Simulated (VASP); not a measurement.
# MgO (Fm-3m) in VASP: single point with PBE

Aim: the single point of MgO with PBE.

All numbers are computed with VASP 6.6.1; they aren't measurements. Logs are shortened: lines on timing, memory, paths and dates and some standing lists are left out, and cuts for length are marked.

### 1 The cell of the first run

It takes space group Fm-3m (No. 225, cubic). The conventional cell has a = 4.203 Å, b = 4.203 Å, c = 4.203 Å, α = 90.00°, β = 90.00°, γ = 90.00°. Within 2.8 Å of Mg (site symmetry m-3m) lie 6 O at 2.10 Å. O (site symmetry m-3m) has 6 Mg at 2.10 Å within 2.8 Å.

### 2 Single point, PBE

The input, INCAR:

```
SYSTEM = MgO
ALGO = Normal
EDIFF = 1E-6
ENCUT = 840
GGA = PE
GGA_COMPAT = .FALSE.
ISIF = 2
ISMEAR = -1
LASPH = .TRUE.
LCHARG = .FALSE.
LREAL = .FALSE.
LWAVE = .FALSE.
NBANDS = 15
NELM = 120
PREC = Accurate
SIGMA = 0.05
```

The input, KPOINTS:

```
k-points
0
G
  8 8 8
  0 0 0
```

The input, POSCAR:

```
MgO
1.0
    0.0000000000      2.1015000000      2.1015000000
    2.1015000000      0.0000000000      2.1015000000
    2.1015000000      2.1015000000      0.0000000000
Mg O
1 1
Direct
    0.0000000000      0.0000000000      0.0000000000
    0.5000000000      0.5000000000      0.5000000000
```

Potentials or basis: VASP PAW PBE potentials, release 64 (Mg_sv, O).

Started as:

```console
$ cat potpaw_PBE.64/Mg_sv/POTCAR potpaw_PBE.64/O/POTCAR > POTCAR
$ mpirun -np 1 vasp_std > vasp.out
```

OUTCAR:

```text
SYSTEM = MgO
   EDIFF = 1E-6
   ENCUT = 840
   GGA = PE
   ISIF = 2
   ISMEAR = -1
   LASPH = .TRUE.
   LREAL = .FALSE.
   NELM = 120
   PREC = Accurate

 ion  position               nearest neighbor table
   1  0.000  0.000  0.000-   2 2.10   2 2.10   2 2.10   2 2.10   2 2.10   2 2.10
   2  0.500  0.500  0.500-   1 2.10   1 2.10   1 2.10   1 2.10   1 2.10   1 2.10

  LATTYP: Found a face centered cubic cell.
 ALAT       =     4.2030000000

  Lattice vectors:

 A1 = (   0.0000000000,   2.1015000000,   2.1015000000)
 A2 = (   2.1015000000,   0.0000000000,   2.1015000000)
 A3 = (   2.1015000000,   2.1015000000,   0.0000000000)

Analysis of symmetry for initial positions (statically):
=====================================================================
 Subroutine PRICEL returns:
 Original cell was already a primitive cell.

 Routine SETGRP: Setting up the symmetry group for a
 face centered cubic supercell.

 Subroutine GETGRP returns: Found 48 space group operations
 (whereof 48 operations were pure point group operations)
 out of a pool of 48 trial point group operations.

The static configuration has the point symmetry O_h .

Analysis of symmetry for dynamics (positions and initial velocities):
=====================================================================
 Subroutine PRICEL returns:
 Original cell was already a primitive cell.

 Routine SETGRP: Setting up the symmetry group for a
 face centered cubic supercell.

 Subroutine GETGRP returns: Found 48 space group operations
 (whereof 48 operations were pure point group operations)
 out of a pool of 48 trial point group operations.

The dynamic configuration has the point symmetry O_h .

 Subroutine INISYM returns: Found 48 space group operations
 (whereof 48 operations are pure point group operations),
 and found     1 'primitive' translations

----------------------------------------------------------------------------------------

                                     Primitive cell

  volume of cell :      18.5617

  direct lattice vectors                    reciprocal lattice vectors
     0.000000000  2.101500000  2.101500000    -0.237925291  0.237925291  0.237925291
     2.101500000  0.000000000  2.101500000     0.237925291 -0.237925291  0.237925291
     2.101500000  2.101500000  0.000000000     0.237925291  0.237925291 -0.237925291

  length of vectors
     2.971969801  2.971969801  2.971969801     0.412098693  0.412098693  0.412098693

  position of ions in fractional coordinates (direct lattice)
     0.000000000  0.000000000  0.000000000
     0.500000000  0.500000000  0.500000000

  ion indices of the primitive-cell ions
   primitive index   ion index
                 1           1
                 2           2

----------------------------------------------------------------------------------------

 KPOINTS: k-points

Automatic generation of k-mesh.
 Grid dimensions read from file:
 generate k-points for:    8    8    8

 Generating k-lattice:

  Cartesian coordinates                     Fractional coordinates (reciprocal lattice)
    -0.029740661  0.029740661  0.029740661     0.125000000  0.000000000  0.000000000
     0.029740661 -0.029740661  0.029740661     0.000000000  0.125000000  0.000000000
     0.029740661  0.029740661 -0.029740661     0.000000000  0.000000000  0.125000000

  Length of vectors
     0.051512337  0.051512337  0.051512337

  Shift w.r.t. Gamma in fractional coordinates (k-lattice)
     0.000000000  0.000000000  0.000000000

 Subroutine IBZKPT returns following result:
 ===========================================

 Found     29 irreducible k-points:

 Following reciprocal coordinates:
            Coordinates               Weight
  0.000000  0.000000  0.000000      1.000000
  0.125000  0.000000  0.000000      8.000000
  0.250000  0.000000  0.000000      8.000000
  0.375000  0.000000  0.000000      8.000000
  0.500000  0.000000  0.000000      4.000000
  0.125000  0.125000  0.000000      6.000000
[... 16 lines left out ...]
  0.500000  0.250000  0.125000     48.000000
 -0.375000  0.250000  0.125000     24.000000
 [... further k-points ...]
   k-points           NKPTS =     29   k-points in BZ     NKDIM =     29   number of bands    NBANDS=     15
   number of dos      NEDOS =    301   number of ions     NIONS =      2
   total plane-waves  NPLWV =  21952
   dimension x,y,z NGX =    28 NGY =   28 NGZ =   28
   dimension x,y,z NGXF=    56 NGYF=   56 NGZF=   56
   ions per type =               1   1
   NGX,Y,Z   is equivalent  to a cutoff of  15.66, 15.66, 15.66 a.u.
   NGXF,Y,Z  is equivalent  to a cutoff of  31.33, 31.33, 31.33 a.u.
 SYSTEM =  MgO
   PREC   = accura    normal or accurate (medium, high low for compatibility)
   ISTART =      0    job   : 0-new  1-cont  2-samecut
   ICHARG =      2    charge: 1-file 2-atom 10-const
   ISPIN  =      1    spin polarized calculation?
   LNONCOLLINEAR =      F non collinear calculations
   LSORBIT =      F    spin-orbit coupling
   LASPH  =      T    aspherical Exc in radial PAW
   ENCUT  =  840.0 eV  61.74 Ry    7.86 a.u.   7.02  7.02  7.02*2*pi/ulx,y,z
   NELM   =    120;   NELMIN=  2; NELMDL= -5     # of ELM steps
   EDIFF  = 0.1E-05   stopping-criterion for ELM
   LREAL  =      F    real-space projection
   EDIFFG = 0.1E-04   stopping-criterion for IOM
   NSW    =      0    number of steps for IOM
   IBRION =     -1    ionic relax: 0-MD 1-quasi-New 2-CG
   NFREE  =      0    steps in history (QN), initial steepest desc. (CG)
   ISIF   =      2    stress and relaxation
   ISYM   =      2    0-nonsym 1-usesym 2-fastsym
   POTIM  = 0.5000    time-step for ionic-motion
   TEBEG  =    0.0;   TEEND  =   0.0 temperature during run
   PSTRESS=    0.0 pullay stress
   NELECT =      16.0000    total number of electrons
   NUPDOWN=      -1.0000    fix difference up-down
   EMIN   =  10.00;   EMAX   =-10.00  energy-range for DOS
   EFERMI =   0.00;   METHOD = LEGACY
   ISMEAR =    -1;   SIGMA  =   0.05  broadening in eV -4-tet -1-fermi 0-gaus
   EFERMI_NEDOS =   21; number of points for ismear=-14 and -15
   IALGO  =     38    algorithm
   IMIX   =      4    mixing-type and parameters
     AMIX     =   0.40;   BMIX     =  1.00
     AMIX_MAG =   1.60;   BMIX_MAG =  1.00
  volume/ion in A,a.u.               =       9.28        62.63
  Fermi-wavevector in a.u.,A,eV,Ry     =   1.558029  2.944247 33.027506  2.427453
  Thomas-Fermi vector in A             =   2.661593
   LORBIT       =      0    0 simple, 1 ext, 2 COOP (PROOUT), +10 PAW based schemes
   GGA     = PE    functional components
   LHFCALC =     F    Hartree Fock is set to
   AEXX    =    0.0000 exact exchange contribution
   IVDW    =     0    specifies the selected vdW correction
   LEPSILON=     F    determine dielectric tensor
   LRPA    =     F    only Hartree local field effects (RPA)
 non-spin polarized calculation
  energy-cutoff  :      840.00
  volume of cell :       18.56
 maximum number of plane-waves:      1036
   NGX = 13   NGY = 13   NGZ = 13

 number of electron      15.9999994 magnetization

 Free energy of the ion-electron system (eV)
  ---------------------------------------------------
  ext. energy  EPLUGINS =         0.00000000
  ---------------------------------------------------
  free energy    TOTEN  =       -11.87035744 eV

  energy without entropy =      -11.87035744  energy(sigma->0) =      -11.87035744

 E-fermi :   3.9983     XC(G=0): -11.4237

 val. band max:        2.9620951605   @ k =   0.0000   0.0000   0.0000
 cond. band min:       7.7648549241   @ k =   0.0000   0.0000   0.0000
 fundamental gap:      4.8027597637
 Fermi energy:         3.9982870990

 k-point     1 :       0.0000    0.0000    0.0000
  band No.  band energies     occupation
      1     -69.2832      2.00000
      2     -36.0075      2.00000
      3     -36.0075      2.00000
      4     -36.0075      2.00000
      5     -14.3192      2.00000
      6       2.9621      2.00000
      7       2.9621      2.00000
      8       2.9621      2.00000
      9       7.7649      0.00000
     10      18.8048      0.00000
     11      18.8048      0.00000
     12      18.8048      0.00000
     13      22.7350      0.00000
     14      24.5232      0.00000
     15      24.5232      0.00000

 k-point     2 :       0.1250    0.0000    0.0000
  band No.  band energies     occupation
      1     -69.2823      2.00000
      2     -36.0209      2.00000
      3     -36.0090      2.00000
      4     -36.0090      2.00000
      5     -14.1496      2.00000
      6       2.0077      2.00000
      7       2.8575      2.00000
      8       2.8575      2.00000
      9       8.6769      0.00000
     10      17.1236      0.00000
     11      19.1681      0.00000
     12      19.1681      0.00000
     13      23.5779      0.00000
     14      23.5779      0.00000
     15      24.9294      0.00000

 k-point     3 :       0.2500    0.0000    0.0000
  band No.  band energies     occupation
      1     -69.2793      2.00000
      2     -36.0526      2.00000
      3     -36.0122      2.00000
      4     -36.0122      2.00000
      5     -13.7096      2.00000
      6       0.2958      2.00000
      7       2.6166      2.00000
      8       2.6166      2.00000
      9      10.1204      0.00000
     10      15.5857      0.00000
     11      19.6813      0.00000
     12      19.6813      0.00000
     13      23.1846      0.00000
     14      23.1846      0.00000
     15      25.1173      0.00000
[... 343 lines left out ...]
 k-point    23 :       0.5000    0.2500    0.1250
  band No.  band energies     occupation
      1     -69.2745      2.00000
      2     -36.0754      2.00000
      3     -36.0363      2.00000
      4     -36.0215      2.00000
      5     -13.0210      2.00000
      6      -0.7561      2.00000
      7       1.2313      2.00000
      8       2.0876      2.00000
      9      12.5206      0.00000
     10      14.6679      0.00000
     11      16.9861      0.00000
     12      20.2065      0.00000
     13      22.7296      0.00000
     14      25.4652      0.00000
     15      29.1293      0.00000

 k-point    24 :      -0.3750    0.2500    0.1250
  band No.  band energies     occupation
      1     -69.2735      2.00000
      2     -36.0825      2.00000
      3     -36.0385      2.00000
      4     -36.0242      2.00000
      5     -12.8513      2.00000
      6      -1.0506      2.00000
      7       1.0228      2.00000
      8       1.9680      2.00000
      9      12.6869      0.00000
     10      15.2316      0.00000
     11      16.5535      0.00000
     12      19.9609      0.00000
     13      23.5753      0.00000
     14      25.1434      0.00000
     15      29.2607      0.00000

 [... further k-points ...]

------------------------ aborting loop because EDIFF is reached ----------------------------------------

  FORCE on cell =-STRESS in cart. coord.  units (eV):
  Direction    XX          YY          ZZ          XY          YZ          ZX
  --------------------------------------------------------------------------------------
  -------------------------------------------------------------------------------------
  Total        0.6829960      0.6829960      0.6829960      0.0000000      0.0000000     -0.0000000
  in kB       58.9536279     58.9536279     58.9536279      0.0000000      0.0000000     -0.0000000
  external PRESSURE =      58.9536279 kB  Pullay stress =       0.0000000 kB

 VOLUME and BASIS-vectors are now :
 -----------------------------------------------------------------------------
  energy-cutoff  :      840.00
  volume of cell :       18.56
      direct lattice vectors                 reciprocal lattice vectors
     0.000000000  2.101500000  2.101500000    -0.237925291  0.237925291  0.237925291
     2.101500000  0.000000000  2.101500000     0.237925291 -0.237925291  0.237925291
     2.101500000  2.101500000  0.000000000     0.237925291  0.237925291 -0.237925291

 POSITION                                       TOTAL-FORCE (eV/Angst)
 -----------------------------------------------------------------------------------
      0.00000      0.00000      0.00000         0.000000     -0.000000      0.000000
      2.10150      2.10150      2.10150        -0.000000      0.000000     -0.000000
 -----------------------------------------------------------------------------------
    total drift:                                0.000000      0.000000      0.000000

  FREE ENERGIE OF THE ION-ELECTRON SYSTEM (eV)
  ---------------------------------------------------
  free  energy   TOTEN  =       -11.8703574378 eV

  energy  without entropy=      -11.8703574378  energy(sigma->0) =      -11.87035744
```

It took 11 s on 1 thread of AMD EPYC 7R13 (Zen 3), shared host; peak memory 0.13 GiB.

What came out:

| Quantity | Value |
| --- | --- |
| Free energy | -11.8704 eV |
| Pressure | 5.9 GPa |
| Band gap on the k mesh | 4.80 eV |

Caveat: the cell stands under pressure.
